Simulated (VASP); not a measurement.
# GaGe (F-43m) in VASP: further runs

GaGe is run at these levels: PBE, r2SCAN; tasks: single point.

Everything below comes from runs of VASP 6.6.1. Logs are shortened: lines on timing, memory, paths and dates and some standing lists are left out, and cuts for length are marked.

**1. The cell of the first run**

Symmetry: F-43m, No. 216, cubic system. The conventional cell has a = 5.796 Å, b = 5.796 Å, c = 5.796 Å, α = 90.00°, β = 90.00°, γ = 90.00°. Ge (site symmetry -43m) has 4 Ga at 2.51 Å within 3.3 Å. Within 3.3 Å of Ga (site symmetry -43m) lie 4 Ge at 2.51 Å.

**2. Single point, PBE**

Contents of INCAR:

```
SYSTEM = GaGe
PREC = Accurate ; ENCUT = 520
EDIFF = 1E-7 ; ISMEAR = 0
SIGMA = 0.017 ; LREAL = .FALSE.
LASPH = .TRUE. ; NELM = 60
ALGO = Normal ; ISIF = 2
LWAVE = .FALSE. ; LCHARG = .TRUE.
GGA = PE ; LELF = .TRUE.
LVHAR = .TRUE. ; NBANDS = 20
```

Contents of KPOINTS:

```
regular mesh
0
G
  8 8 8
  0 0 0
```

Contents of POSCAR:

```
GaGe
1.0
    0.0000000000      2.8978440000      2.8978440000
    2.8978440000      0.0000000000      2.8978440000
    2.8978440000      2.8978440000      0.0000000000
Ge Ga
1 1
Direct
    0.0000000000      0.0000000000      0.0000000000
    0.2500000000      0.2500000000      0.2500000000
```

Potentials or basis: VASP PAW PBE potentials, release 64 (Ge_d, Ga_d).

Run with:

```sh
$ cat potpaw_PBE.64/Ge_d/POTCAR potpaw_PBE.64/Ga_d/POTCAR > POTCAR
$ mpirun -np 1 vasp_std > vasp.out
```

OUTCAR:

```text
SYSTEM = GaGe
   PREC = Accurate
   ENCUT = 520
   EDIFF = 1E-7
   ISMEAR = 0
   LREAL = .FALSE.
   LASPH = .TRUE.
   NELM = 60
   ISIF = 2
   GGA = PE

 ion  position               nearest neighbor table
   1  0.000  0.000  0.000-   2 2.51   2 2.51   2 2.51   2 2.51
   2  0.250  0.250  0.250-   1 2.51   1 2.51   1 2.51   1 2.51

  LATTYP: Found a face centered cubic cell.
 ALAT       =     5.7956880000

  Lattice vectors:

 A1 = (   0.0000000000,   2.8978440000,   2.8978440000)
 A2 = (   2.8978440000,   0.0000000000,   2.8978440000)
 A3 = (   2.8978440000,   2.8978440000,   0.0000000000)

Analysis of symmetry for initial positions (statically):
=====================================================================
 Subroutine PRICEL returns:
 Original cell was already a primitive cell.

 Routine SETGRP: Setting up the symmetry group for a
 face centered cubic supercell.

 Subroutine GETGRP returns: Found 24 space group operations
 (whereof 24 operations were pure point group operations)
 out of a pool of 48 trial point group operations.

The static configuration has the point symmetry T_d .

Analysis of symmetry for dynamics (positions and initial velocities):
=====================================================================
 Subroutine PRICEL returns:
 Original cell was already a primitive cell.

 Routine SETGRP: Setting up the symmetry group for a
 face centered cubic supercell.

 Subroutine GETGRP returns: Found 24 space group operations
 (whereof 24 operations were pure point group operations)
 out of a pool of 48 trial point group operations.

The dynamic configuration has the point symmetry T_d .

 Subroutine INISYM returns: Found 24 space group operations
 (whereof 24 operations are pure point group operations),
 and found     1 'primitive' translations

----------------------------------------------------------------------------------------

                                     Primitive cell

  volume of cell :      48.6693

  direct lattice vectors                    reciprocal lattice vectors
     0.000000000  2.897844000  2.897844000    -0.172542069  0.172542069  0.172542069
     2.897844000  0.000000000  2.897844000     0.172542069 -0.172542069  0.172542069
     2.897844000  2.897844000  0.000000000     0.172542069  0.172542069 -0.172542069

  length of vectors
     4.098170286  4.098170286  4.098170286     0.298851630  0.298851630  0.298851630

  position of ions in fractional coordinates (direct lattice)
     0.000000000  0.000000000  0.000000000
     0.250000000  0.250000000  0.250000000

  ion indices of the primitive-cell ions
   primitive index   ion index
                 1           1
                 2           2

----------------------------------------------------------------------------------------

 KPOINTS: regular mesh

Automatic generation of k-mesh.
 Grid dimensions read from file:
 generate k-points for:    8    8    8

 Generating k-lattice:

  Cartesian coordinates                     Fractional coordinates (reciprocal lattice)
    -0.021567759  0.021567759  0.021567759     0.125000000  0.000000000  0.000000000
     0.021567759 -0.021567759  0.021567759     0.000000000  0.125000000  0.000000000
     0.021567759  0.021567759 -0.021567759     0.000000000  0.000000000  0.125000000

  Length of vectors
     0.037356454  0.037356454  0.037356454

  Shift w.r.t. Gamma in fractional coordinates (k-lattice)
     0.000000000  0.000000000  0.000000000

 Subroutine IBZKPT returns following result:
 ===========================================

 Found     29 irreducible k-points:

 Following reciprocal coordinates:
            Coordinates               Weight
  0.000000  0.000000  0.000000      1.000000
  0.125000  0.000000  0.000000      8.000000
  0.250000  0.000000  0.000000      8.000000
  0.375000  0.000000  0.000000      8.000000
  0.500000  0.000000  0.000000      4.000000
  0.125000  0.125000  0.000000      6.000000
[... 16 lines left out ...]
  0.500000  0.250000  0.125000     48.000000
 -0.375000  0.250000  0.125000     24.000000
 [... further k-points ...]
   k-points           NKPTS =     29   k-points in BZ     NKDIM =     29   number of bands    NBANDS=     20
   number of dos      NEDOS =    301   number of ions     NIONS =      2
   total plane-waves  NPLWV =  27000
   dimension x,y,z NGX =    30 NGY =   30 NGZ =   30
   dimension x,y,z NGXF=    60 NGYF=   60 NGZF=   60
   ions per type =               1   1
   NGX,Y,Z   is equivalent  to a cutoff of  12.17, 12.17, 12.17 a.u.
   NGXF,Y,Z  is equivalent  to a cutoff of  24.34, 24.34, 24.34 a.u.
 SYSTEM =  GaGe
   PREC   = accura    normal or accurate (medium, high low for compatibility)
   ISTART =      0    job   : 0-new  1-cont  2-samecut
   ICHARG =      2    charge: 1-file 2-atom 10-const
   ISPIN  =      1    spin polarized calculation?
   LNONCOLLINEAR =      F non collinear calculations
   LSORBIT =      F    spin-orbit coupling
   LASPH  =      T    aspherical Exc in radial PAW
   ENCUT  =  520.0 eV  38.22 Ry    6.18 a.u.   7.62  7.62  7.62*2*pi/ulx,y,z
   NELM   =     60;   NELMIN=  2; NELMDL= -5     # of ELM steps
   EDIFF  = 0.1E-06   stopping-criterion for ELM
   LREAL  =      F    real-space projection
   EDIFFG = 0.1E-05   stopping-criterion for IOM
   NSW    =      0    number of steps for IOM
   IBRION =     -1    ionic relax: 0-MD 1-quasi-New 2-CG
   NFREE  =      0    steps in history (QN), initial steepest desc. (CG)
   ISIF   =      2    stress and relaxation
   ISYM   =      2    0-nonsym 1-usesym 2-fastsym
   POTIM  = 0.5000    time-step for ionic-motion
   TEBEG  =    0.0;   TEEND  =   0.0 temperature during run
   PSTRESS=    0.0 pullay stress
   NELECT =      27.0000    total number of electrons
   NUPDOWN=      -1.0000    fix difference up-down
   EMIN   =  10.00;   EMAX   =-10.00  energy-range for DOS
   EFERMI =   0.00;   METHOD = LEGACY
   ISMEAR =     0;   SIGMA  =   0.02  broadening in eV -4-tet -1-fermi 0-gaus
   EFERMI_NEDOS =   21; number of points for ismear=-14 and -15
   IALGO  =     38    algorithm
   IMIX   =      4    mixing-type and parameters
     AMIX     =   0.40;   BMIX     =  1.00
     AMIX_MAG =   1.60;   BMIX_MAG =  1.00
  volume/ion in A,a.u.               =      24.33       164.22
  Fermi-wavevector in a.u.,A,eV,Ry     =   1.345172  2.542006 24.619567  1.809487
  Thomas-Fermi vector in A             =   2.473106
   LORBIT       =      0    0 simple, 1 ext, 2 COOP (PROOUT), +10 PAW based schemes
   GGA     = PE    functional components
   LHFCALC =     F    Hartree Fock is set to
   AEXX    =    0.0000 exact exchange contribution
   IVDW    =     0    specifies the selected vdW correction
   LEPSILON=     F    determine dielectric tensor
   LRPA    =     F    only Hartree local field effects (RPA)
 non-spin polarized calculation
 Gauss-broadening in eV      SIGMA  =   0.02
  energy-cutoff  :      520.00
  volume of cell :       48.67
 maximum number of plane-waves:      1363
   NGX = 15   NGY = 15   NGZ = 15

 number of electron      26.9999991 magnetization

 Free energy of the ion-electron system (eV)
  ---------------------------------------------------
  ext. energy  EPLUGINS =         0.00000000
  ---------------------------------------------------
  free energy    TOTEN  =        -7.09278664 eV

  energy without entropy =       -7.09181047  energy(sigma->0) =       -7.09229856

 E-fermi :   3.1030     XC(G=0):  -9.5539

 val. band max:        2.8283474920   @ k =   0.2500   0.2500   0.0000
 cond. band min:       3.1072717114   @ k =   0.3750   0.1250   0.0000
 fundamental gap:      0.2789242194
 Fermi energy:         3.1029796161

 k-point     1 :       0.0000    0.0000    0.0000
  band No.  band energies     occupation
      1     -20.8809      2.00000
      2     -20.8809      2.00000
      3     -20.8809      2.00000
      4     -20.8615      2.00000
      5     -20.8615      2.00000
      6     -11.2810      2.00000
[... 12 lines left out ...]
     19      10.7632      0.00000
     20      13.8231      0.00000

 k-point     2 :       0.1250    0.0000    0.0000
  band No.  band energies     occupation
      1     -20.8809      2.00000
      2     -20.8805      2.00000
      3     -20.8805      2.00000
      4     -20.8614      2.00000
      5     -20.8614      2.00000
      6     -11.2849      2.00000
[... 12 lines left out ...]
     19      11.7178      0.00000
     20      12.8618      0.00000

 k-point     3 :       0.2500    0.0000    0.0000
  band No.  band energies     occupation
      1     -20.8808      2.00000
      2     -20.8796      2.00000
      3     -20.8796      2.00000
      4     -20.8611      2.00000
      5     -20.8611      2.00000
      6     -11.2944      2.00000
[... 12 lines left out ...]
     19      12.2115      0.00000
     20      12.6275      0.00000

 k-point     4 :       0.3750    0.0000    0.0000
  band No.  band energies     occupation
      1     -20.8808      2.00000
      2     -20.8788      2.00000
      3     -20.8788      2.00000
      4     -20.8607      2.00000
      5     -20.8607      2.00000
      6     -11.3040      2.00000
[... 12 lines left out ...]
     19      12.6662      0.00000
     20      13.8024      0.00000

 k-point     5 :       0.5000    0.0000    0.0000
  band No.  band energies     occupation
      1     -20.8807      2.00000
      2     -20.8784      2.00000
      3     -20.8784      2.00000
      4     -20.8606      2.00000
      5     -20.8606      2.00000
      6     -11.3079      2.00000
[... 12 lines left out ...]
     19      14.5000      0.00000
     20      15.4490      0.00000

 k-point     6 :       0.1250    0.1250    0.0000
  band No.  band energies     occupation
      1     -20.8814      2.00000
      2     -20.8801      2.00000
      3     -20.8801      2.00000
      4     -20.8617      2.00000
      5     -20.8610      2.00000
      6     -11.2890      2.00000
[... 12 lines left out ...]
     19      11.6172      0.00000
     20      12.0526      0.00000

 k-point     7 :       0.2500    0.1250    0.0000
  band No.  band energies     occupation
      1     -20.8816      2.00000
      2     -20.8793      2.00000
      3     -20.8792      2.00000
      4     -20.8618      2.00000
      5     -20.8605      2.00000
      6     -11.2971      2.00000
[... 12 lines left out ...]
     19      11.6552      0.00000
     20      13.2901      0.00000
[... 277 lines left out ...]
 k-point    20 :      -0.3750    0.3750    0.0000
  band No.  band energies     occupation
      1     -20.8821      2.00000
      2     -20.8770      2.00000
      3     -20.8762      2.00000
      4     -20.8623      2.00000
      5     -20.8591      2.00000
      6     -11.3204      2.00000
[... 12 lines left out ...]
     19      12.5822      0.00000
     20      14.1006      0.00000

 k-point    21 :       0.5000    0.5000    0.0000
  band No.  band energies     occupation
      1     -20.8843      2.00000
      2     -20.8754      2.00000
      3     -20.8754      2.00000
      4     -20.8634      2.00000
      5     -20.8581      2.00000
      6     -11.3296      2.00000
[... 12 lines left out ...]
     19      15.3062      0.00000
     20      16.5487      0.00000

 k-point    22 :       0.3750    0.2500    0.1250
  band No.  band energies     occupation
      1     -20.8817      2.00000
      2     -20.8785      2.00000
      3     -20.8783      2.00000
      4     -20.8619      2.00000
      5     -20.8600      2.00000
      6     -11.3051      2.00000
[... 12 lines left out ...]
     19      12.3779      0.00000
     20      14.3915      0.00000

 k-point    23 :       0.5000    0.2500    0.1250
  band No.  band energies     occupation
      1     -20.8810      2.00000
      2     -20.8785      2.00000
      3     -20.8774      2.00000
      4     -20.8616      2.00000
      5     -20.8599      2.00000
      6     -11.3106      2.00000
[... 12 lines left out ...]
     19      13.4713      0.00000
     20      14.1745      0.00000

 k-point    24 :      -0.3750    0.2500    0.1250
  band No.  band energies     occupation
      1     -20.8804      2.00000
      2     -20.8789      2.00000
      3     -20.8770      2.00000
      4     -20.8613      2.00000
      5     -20.8600      2.00000
      6     -11.3126      2.00000
[... 12 lines left out ...]
     19      12.1585      0.00000
     20      14.9920      0.00000

 [... further k-points ...]

------------------------ aborting loop because EDIFF is reached ----------------------------------------

  FORCE on cell =-STRESS in cart. coord.  units (eV):
  Direction    XX          YY          ZZ          XY          YZ          ZX
  --------------------------------------------------------------------------------------
  -------------------------------------------------------------------------------------
  Total        0.0856172      0.0856172      0.0856172     -0.0000000     -0.0000000      0.0000000
  in kB        2.8184899      2.8184899      2.8184899     -0.0000000     -0.0000000      0.0000000
  external PRESSURE =       2.8184899 kB  Pullay stress =       0.0000000 kB

 VOLUME and BASIS-vectors are now :
 -----------------------------------------------------------------------------
  energy-cutoff  :      520.00
  volume of cell :       48.67
      direct lattice vectors                 reciprocal lattice vectors
     0.000000000  2.897844000  2.897844000    -0.172542069  0.172542069  0.172542069
     2.897844000  0.000000000  2.897844000     0.172542069 -0.172542069  0.172542069
     2.897844000  2.897844000  0.000000000     0.172542069  0.172542069 -0.172542069

 POSITION                                       TOTAL-FORCE (eV/Angst)
 -----------------------------------------------------------------------------------
      0.00000      0.00000      0.00000         0.000000      0.000000      0.000000
      1.44892      1.44892      1.44892        -0.000000     -0.000000     -0.000000
 -----------------------------------------------------------------------------------
    total drift:                               -0.000000     -0.000000     -0.000000

  FREE ENERGIE OF THE ION-ELECTRON SYSTEM (eV)
  ---------------------------------------------------
  free  energy   TOTEN  =        -7.0927866429 eV

  energy  without entropy=       -7.0918104739  energy(sigma->0) =       -7.09229856
```

It took 37 s on 1 thread of Intel Xeon Platinum 8259CL at 2.50GHz (Skylake/Cascade Lake), shared host; peak memory 0.18 GiB.

What came out:

* Free energy: -7.0928 eV
* Pressure: 0.3 GPa
* Band gap on the k mesh: zero (an odd number of electrons rules out a gap without spin polarisation)

Levels at points of the mesh, in eV from the Fermi level:
```csv
k point,band 10,band 11,band 12,band 13,band 14,band 15,band 16,band 17,band 18,band 19
"(0.00, 0.00, 0.00)",-14.32,-10.57,1.65,1.65,1.65,2.03,4.33,4.33,4.33,7.66
"(0.50, 0.00, 0.00)",-14.32,-8.61,-5.40,0.35,0.35,2.03,5.31,5.31,8.16,11.40
"(0.50, 0.50, 0.00)",-14.32,-7.55,-5.84,-1.29,-1.29,2.30,2.40,10.99,10.99,12.20
```

**3. Single point, PBE**

Contents of INCAR:

```
SYSTEM = GaGe
ALGO = Normal ; EDIFF = 1E-6
ENCUT = 520 ; GGA = PE
ISIF = 2 ; ISMEAR = 0
LASPH = .TRUE. ; LCHARG = .FALSE.
LREAL = .FALSE. ; LWAVE = .FALSE.
NBANDS = 20 ; NELM = 80
PREC = Accurate ; SIGMA = 0.018000000000000002
```

Contents of KPOINTS:

```
k-points
0
G
  8 8 8
  0 0 0
```

POSCAR is that of step 2.

Potentials or basis: VASP PAW PBE potentials, release 64 (Ge_d, Ga_d).

Run with:

```sh
$ cat potpaw_PBE.64/Ge_d/POTCAR potpaw_PBE.64/Ga_d/POTCAR > POTCAR
$ mpirun -np 1 vasp_std > vasp.out
```

Wall time 35 s (1 thread of Intel Xeon Platinum 8259CL at 2.50GHz (Skylake/Cascade Lake), shared host); peak memory 0.18 GiB.

Results (log left out):

* Free energy: -7.0928 eV
* Pressure: 0.3 GPa
* Band gap on the k mesh: zero (an odd number of electrons rules out a gap without spin polarisation)

Levels at points of the mesh, in eV from the Fermi level:
```tsv
k point	band 10	band 11	band 12	band 13	band 14	band 15	band 16	band 17	band 18	band 19
(0.00, 0.00, 0.00)	-14.32	-10.57	1.65	1.65	1.65	2.03	4.33	4.33	4.33	7.66
(0.50, 0.00, 0.00)	-14.32	-8.61	-5.40	0.35	0.35	2.03	5.32	5.32	8.16	11.40
(0.50, 0.50, 0.00)	-14.32	-7.55	-5.84	-1.28	-1.28	2.30	2.40	10.99	10.99	12.20
```

**4. Single point, PBE**

Contents of INCAR:

```
SYSTEM = GaGe
PREC     = Accurate       ! precision mode
ENCUT    = 520            ! plane-wave cutoff, eV
EDIFF    = 1E-6           ! SCF threshold, eV
ISMEAR   = 0              ! smearing method
SIGMA    = 0.019000000000000003 ! smearing width, eV
LREAL    = .False.        ! projectors in reciprocal space
LASPH    = .True.         ! aspherical terms in the spheres
NELM     = 60             ! most SCF steps
ALGO     = Normal         ! electronic algorithm
ISIF     = 2              ! what is computed and relaxed
LWAVE    = .False.        ! write WAVECAR
LCHARG   = .False.        ! write CHGCAR
GGA      = PE             ! functional
NBANDS   = 20             ! bands
```

Contents of KPOINTS:

```
Automatic mesh
0
Gamma
  8 8 8
  0 0 0
```

POSCAR is that of step 3.

Run with:

```sh
$ cat potpaw_PBE.64/Ge_d/POTCAR potpaw_PBE.64/Ga_d/POTCAR > POTCAR
$ mpirun -np 1 vasp_std > vasp.out
```

It took 33 s on 1 thread of Intel Xeon Platinum 8259CL at 2.50GHz (Skylake/Cascade Lake), shared host; peak memory 0.18 GiB.

It converged, with:

```
Free energy            : -7.0929 eV
Pressure               : 0.3 GPa
Band gap on the k mesh : zero (an odd number of electrons rules out a gap without spin polarisation)
```

Levels at points of the mesh, in eV from the Fermi level:
```csv
k point,band 12,band 13,band 14,band 15,band 16,band 17
"(0.00, 0.00, 0.00)",1.65,1.65,1.65,2.03,4.33,4.33
"(0.50, 0.00, 0.00)",-5.40,0.35,0.35,2.03,5.32,5.32
"(0.50, 0.50, 0.00)",-5.84,-1.28,-1.28,2.30,2.40,10.99
```

**5. Single point, PBE**

Contents of INCAR:

```
PREC = Accurate
ENCUT = 520
EDIFF = 1E-7
ISMEAR = 0
SIGMA = 0.025
LREAL = F
LASPH = T
NELM = 80
ALGO = Normal
ISIF = 2
LWAVE = F
LCHARG = F
GGA = PE
NBANDS = 20
```

Contents of KPOINTS:

```
Automatic mesh
0
Gamma
  8 8 8
```

POSCAR is that of step 4.

Run with:

```sh
$ cat potpaw_PBE.64/Ge_d/POTCAR potpaw_PBE.64/Ga_d/POTCAR > POTCAR
$ mpirun -np 1 vasp_std > vasp.out
```

Wall time 47 s (1 thread of Intel Xeon Platinum 8259CL at 2.50GHz (Skylake/Cascade Lake), shared host); peak memory 0.18 GiB.

Results (log left out):

```
Free energy            : -7.0932 eV
Pressure               : 0.3 GPa
Band gap on the k mesh : zero (an odd number of electrons rules out a gap without spin polarisation)
```

Levels at points of the mesh, in eV from the Fermi level:
```tsv
k point	band 11	band 12	band 13	band 14	band 15	band 16	band 17	band 18
(0.00, 0.00, 0.00)	-10.56	1.65	1.65	1.65	2.03	4.33	4.33	4.33
(0.50, 0.00, 0.00)	-8.61	-5.40	0.35	0.35	2.03	5.32	5.32	8.17
(0.50, 0.50, 0.00)	-7.55	-5.84	-1.28	-1.28	2.30	2.40	10.99	10.99
```

(Continued in part 2 of 2.)
